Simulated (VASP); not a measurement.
Wanted: the native input for a VASP 6.6.1 run.

```yaml
Task: single point
Functional: PBE
Potentials_or_basis: VASP PAW PBE potentials, release 64 (Sn_d, Se)
Cutoff: 520 eV
k_mesh: 13 × 13 × 13
Occupations: fermi-dirac, width 0.05 eV
Spin: no spin polarisation
Dipole_correction: no
Further_INCAR_settings: ALGO = Normal; EDIFF = 1e-06; NBANDS = 17
```

The structure of SnSe (CsCl type) lies in POSCAR:

```
SnSe
1.0
    3.5889826977      0.0000000000      0.0000000000
    0.0000000000      3.5889826977      0.0000000000
    0.0000000000      0.0000000000      3.5889826977
Sn Se
1 1
Direct
    0.0000000000      0.0000000000      0.0000000000
    0.5000000000      0.5000000000      0.5000000000
```

These files were run (other wordings do the same):

INCAR

```
SYSTEM = SnSe
PREC = Accurate
ENCUT = 520
EDIFF = 1E-6
ISMEAR = -1
SIGMA = 0.05
LREAL = .False.
LASPH = .True.
NELM = 100
ALGO = Normal
ISIF = 2
LWAVE = .False.
LCHARG = .False.
GGA = PE
NBANDS = 17
```

KPOINTS

```
regular mesh
0
Gamma
  13 13 13
  0 0 0
```

Potentials or basis: VASP PAW PBE potentials, release 64 (Sn_d, Se).

Run with:

```sh
$ cat potpaw_PBE.64/Sn_d/POTCAR potpaw_PBE.64/Se/POTCAR > POTCAR
$ mpirun -np 1 vasp_std > vasp.out
```

Results of the run:

* Pressure: 4.1 GPa
* Band gap on the k mesh: zero (band 10 reaches 7.54 eV, above the bottom of band 11 at 5.94 eV)

Caveat: spin-orbit coupling is left out, which moves the levels of the heavy elements.

Run time: 18 s on 1 thread of Intel(R) Xeon(R) 6975P-C (Granite Rapids), with other jobs on the host, peak memory 0.2 GiB.
